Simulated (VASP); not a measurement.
Here is a VASP 6.6.1 calculation.

The input INCAR:

```
SYSTEM = Si3H2C4
ALGO = Normal ; DIPOL = 0.5 0.5 0.351
EDIFF = 1E-7 ; ENCUT = 520
GGA = PS ; IDIPOL = 3
ISIF = 2 ; ISMEAR = 0
LASPH = .True. ; LCHARG = .False.
LDIPOL = .True. ; LREAL = Auto
LWAVE = .False. ; NBANDS = 45
NELM = 100 ; PREC = Accurate
SIGMA = 0.05
```

KPOINTS

```
k-points
0
Gamma
  4 8 1
  0 0 0
```

Contents of POSCAR:

```
Si3H2C4
1.0
    6.1612406585      0.0000000000      0.0000000000
    0.0000000000      3.0806203293      0.0000000000
    0.0000000000      0.0000000000     20.0373883794
C Si H
8 6 4
Direct
    0.5000000000      0.5000000000      0.2321862369
    0.0000000000      0.5000000000      0.2321862369
    0.7500000000      0.0000000000      0.3408993827
    0.2500000000      0.0000000000      0.3408993827
   -0.0178731969      0.5000000000      0.4596874944
    0.5127410109      0.5000000000      0.4404062122
    0.3915646352      0.0000000000      0.5252857264
    0.5889332658      0.0000000000      0.5676066110
    0.2500000000      0.5000000000      0.2865428098
    0.7500000000      0.5000000000      0.2865428098
    0.5039519291      0.0000000000      0.3908659916
   -0.0100993279      0.0000000000      0.4000668015
    0.7011845606      0.5000000000      0.5182747683
    0.2615693983      0.5000000000      0.4952979917
    0.5000000000      0.2248963861      0.1983620084
    0.5000000000      0.7751036139      0.1983620084
    0.0000000000      0.7747262802      0.1982371399
    0.0000000000      0.2252737198      0.1982371399
```

Potentials or basis: VASP PAW PBE potentials, release 64 (C, Si, H).

Launch:

```sh
$ cat potpaw_PBE.64/C/POTCAR potpaw_PBE.64/Si/POTCAR potpaw_PBE.64/H/POTCAR > POTCAR
$ mpirun -np 1 vasp_std > vasp.out
```

Q: What does it give for the largest force?

A: 5.161 eV/Å.

Q: Predict the band gap on the k mesh.

A: Zero (band 30 reaches 1.03 eV, above the bottom of band 31 at 0.86 eV).

Forces on the atoms (eV/Å):
```
C    0.006  0.000  0.741
C   -0.001  0.000  0.538
C    0.997  0.000 -0.899
C   -1.007  0.000  0.383
C    0.005  0.000  0.020
C    0.000  0.000 -0.016
C   -0.045  0.000  5.161
C    0.039  0.000 -4.773
Si  -0.500  0.000 -0.494
Si   0.494  0.000 -0.588
Si  -0.007  0.000  0.007
Si   0.014  0.000  0.012
Si   0.026  0.000  0.000
Si  -0.026  0.000  0.000
H   -0.002 -0.028 -0.023
H   -0.002  0.028 -0.023
H    0.005  0.028 -0.023
H    0.005 -0.028 -0.023
```

Caveat: the PAW data sets were made with another functional, which shifts forces and pressure a little.
